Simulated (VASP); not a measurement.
Ge: single point with PBE+D3(BJ)

The system is Ge.

```xyz
1
Lattice="0.0000 2.1613 2.1613 2.1613 0.0000 2.1613 2.1613 2.1613 0.0000" Properties=species:S:1:pos:R:3 pbc="T T T"
Ge    0.0000    0.0000    0.0000
```

This cell differs from its parent crystal: strain +0.030 along x and y, +0.030 along z.

```json
{"Program": "VASP 6.6.1", "Task": "single point", "Functional": "PBE", "Dispersion": "D3(BJ)", "Potentials or basis": "VASP PAW PBE potentials, release 64 (Ge_d)", "Cutoff": "520 eV", "k mesh": "20 × 20 × 20", "Occupations": "gaussian, width 0.15 eV", "Spin": "no spin polarisation"}
```

| Item | Value |
| --- | --- |
| Pressure | -2.0 GPa |
| Band gap on the k mesh | zero (band 7 reaches 14.44 eV, above the bottom of band 8 at 3.89 eV) |
| Dispersion energy per atom | -0.330 eV |

Levels at points of the mesh, in eV from the Fermi level:
```
           k point  band 4  band 5  band 6  band 7  band 8  band 9  band 10  band 11
(0.00, 0.00, 0.00)  -24.74  -24.74  -12.69    8.28    8.28    8.28    13.57    13.57
(0.50, 0.00, 0.00)  -24.70  -24.70   -7.83   -5.21    6.37    6.37    11.44    12.32
(0.50, 0.50, 0.00)  -24.69  -24.69   -5.72   -4.03    2.46    2.46     6.15     6.58
```

It took 22 s on 1 thread of Intel Xeon 6975P-C (shared host), peak memory 0.19 GiB.

Caveat: the cell differs from its parent crystal (strain +0.030 along x and y, +0.030 along z); pairwise dispersion overbinds metals, which lowers pressure and volume.
